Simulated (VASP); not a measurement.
AgBr, 2 atoms in the cell. Symmetry: Fm-3m, No. 225, cubic system. Conventional cell: a = 5.843 Å, b = 5.843 Å, c = 5.843 Å, α = 90.00°, β = 90.00°, γ = 90.00°. Within 3.8 Å of Ag (site symmetry m-3m) lie 6 Br at 2.92 Å. Within 3.8 Å of Br (site symmetry m-3m) lie 6 Ag at 2.92 Å. 

| Property | Result |
| --- | --- |
| Program | VASP 6.6.1 |
| Task | single point |
| Functional | PBE |
| Potentials or basis | VASP PAW PBE potentials, release 64 (Ag, Br) |
| Cutoff | 500 eV |
| k mesh | 8 × 8 × 8 |
| Occupations | gaussian, width 0.02 eV |
| Spin | no spin polarisation |
| Dipole correction | no |
| Further INCAR settings | ALGO = Normal; EDIFF = 1e-06; NBANDS = 16 |

Potentials or basis: VASP PAW PBE potentials, release 64 (Ag, Br).

Launch:

```bash
$ cat potpaw_PBE.64/Ag/POTCAR potpaw_PBE.64/Br/POTCAR > POTCAR
$ mpirun -np 1 vasp_std > vasp.out
```

Hardware: 1 thread of AMD EPYC 7R13, on a shared host.

Estimate the wall time of this run.

Run time: 35 s on 1 thread of AMD EPYC 7R13, with other jobs on the host, peak memory 0.15 GiB. Counts: scf iterations 12, k points 29.
